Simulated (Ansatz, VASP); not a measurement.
**SnSe2: VASP beside Ansatz**

```
CELL_PARAMETERS angstrom
-2.81440 2.81440 5.51128
2.81440 -2.81440 5.51128
2.81440 2.81440 -5.51128
ATOMIC_POSITIONS crystal
Sn 0.75000 0.25000 0.50000
Sn 0.00000 0.00000 0.00000
Se 0.51938 0.01938 0.50000
Se 0.76938 0.76938 0.00000
Se 0.23062 0.23062 0.00000
Se 0.98062 0.48062 0.50000
```

Alike in both runs: task single point; functional r2SCAN; k mesh 6 × 6 × 6; no spin polarisation.

|  | VASP | Ansatz |
| --- | --- | --- |
| version | VASP 6.6.1 | Ansatz 0.2.0 |
| potentials or method | VASP PAW PBE potentials, release 64 (Sn_d, Se) | plane waves, PAW |
| plane-wave cutoff (eV) | 520 | 500 |
| occupations | gaussian, width 0.01 eV | fixed |
| valence electrons in the cell | 52 | 92 |

|  | VASP | Ansatz | Ansatz less VASP |
| --- | --- | --- | --- |
| gap on the k mesh at the Fermi level (eV) | 0.52 | 0.52 | +0.004 |
| pressure (GPa) | 0.0 | 0.0 | -0.02 |
| rms of the force components (eV/Å) | 0.005 | 0.001 | -0.0038 |

VASP's potentials were made for PBE, not for r2SCAN. Atom by atom the forces differ by 0.004 eV/Å (rms over components). VASP's potentials hold 52 valence electrons a cell and Ansatz's 92, so a difference there can come from the potentials and not from the codes.
